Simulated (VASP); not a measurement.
Set up this calculation in VASP 6.6.1, as the native input.

```
Task                   : single point
Functional             : PBE
Potentials or basis    : VASP PAW PBE potentials, release 64 (Ca_sv, O)
Cutoff                 : 520 eV
k mesh                 : 8 × 8 × 8
Occupations            : gaussian, width 0.05 eV
Spin                   : no spin polarisation
Dipole correction      : no
Further INCAR settings : ALGO = Normal; EDIFF = 1e-07; NBANDS = 15
```

The structure of CaO lies in POSCAR:

```
CaO
1.0
   -0.0122450000      2.4490000000      2.4490000000
    2.4490000000     -0.0122450000      2.4490000000
    2.4367550000      2.4367550000      0.0000000000
Ca O
1 1
Direct
    0.0000000000      0.0000000000      0.0000000000
    0.5000000000      0.5000000000      0.5000000000
```

This cell differs from its parent crystal: strain -0.0100 x Voigt [0, 0, 0, 0, 0, 1].

One way to write it, as run:

INCAR

```
SYSTEM = CaO
  ALGO = Normal
  EDIFF = 1E-7
  ENCUT = 520
  GGA = PE
  ISIF = 2
  ISMEAR = 0
  LASPH = .TRUE.
  LCHARG = .FALSE.
  LREAL = .FALSE.
  LWAVE = .FALSE.
  NBANDS = 15
  NELM = 60
  PREC = Accurate
  SIGMA = 0.05
```

KPOINTS

```
k-points
0
G
  8 8 8
  0 0 0
```

Potentials or basis: VASP PAW PBE potentials, release 64 (Ca_sv, O).

Launch:

```bash
$ cat potpaw_PBE.64/Ca_sv/POTCAR potpaw_PBE.64/O/POTCAR > POTCAR
$ mpirun -np 1 vasp_std > vasp.out
```

It gave:

```
Pressure               : -3.5 GPa
Band gap on the k mesh : 3.63 eV, indirect (least direct gap 4.00 eV)
```

Caveat: the cell differs from its parent crystal (strain -0.0100 x Voigt [0, 0, 0, 0, 0, 1]).

It took 35 s on 1 thread of Intel(R) Xeon(R) Platinum 8488C (Sapphire Rapids) (shared host), peak memory 0.18 GiB.
